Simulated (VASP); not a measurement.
Set up this calculation in VASP 6.6.1, as the native input.

* Task: single point
* Functional: LDA
* Potentials or basis: VASP PAW LDA potentials, release 64 (Pd)
* Cutoff: 520 eV
* k mesh: 13 × 13 × 13
* Occupations: fermi-dirac, width 0.136057 eV
* Spin: no spin polarisation
* Dipole correction: no
* Further INCAR settings: ALGO = Normal; EDIFF = 1e-06; NBANDS = 11

The structure of Pd lies in POSCAR:

```
Pd
1.0
    2.5387043633      0.0000000000      0.0000000000
    0.0000000000      2.5387043633      0.0000000000
    0.0000000000      0.0000000000      2.5387043633
Pd
1
Direct
    0.0000000000      0.0000000000      0.0000000000
```

These files were run (other wordings do the same):

INCAR

```
SYSTEM = Pd
PREC = Accurate ; ENCUT = 520
EDIFF = 1E-6 ; ISMEAR = -1
SIGMA = 0.13605693000000002 ; LREAL = .FALSE.
LASPH = .TRUE. ; NELM = 100
ALGO = Normal ; ISIF = 2
LWAVE = .FALSE. ; LCHARG = .FALSE.
GGA = CA ; NBANDS = 11
```

KPOINTS

```
regular mesh
0
G
  13 13 13
  0 0 0
```

Potentials or basis: VASP PAW LDA potentials, release 64 (Pd).

Run with:

```sh
$ cat potpaw_LDA.64/Pd/POTCAR > POTCAR
$ mpirun -np 1 vasp_std > vasp.out
```

It gave:

- Pressure: 0.3 GPa
- Band gap on the k mesh: zero (band 5 reaches 9.45 eV, above the bottom of band 6 at 7.52 eV)

Run time: 21 s on 1 thread of AMD EPYC 7R13, with other jobs on the host, peak memory 0.1 GiB.
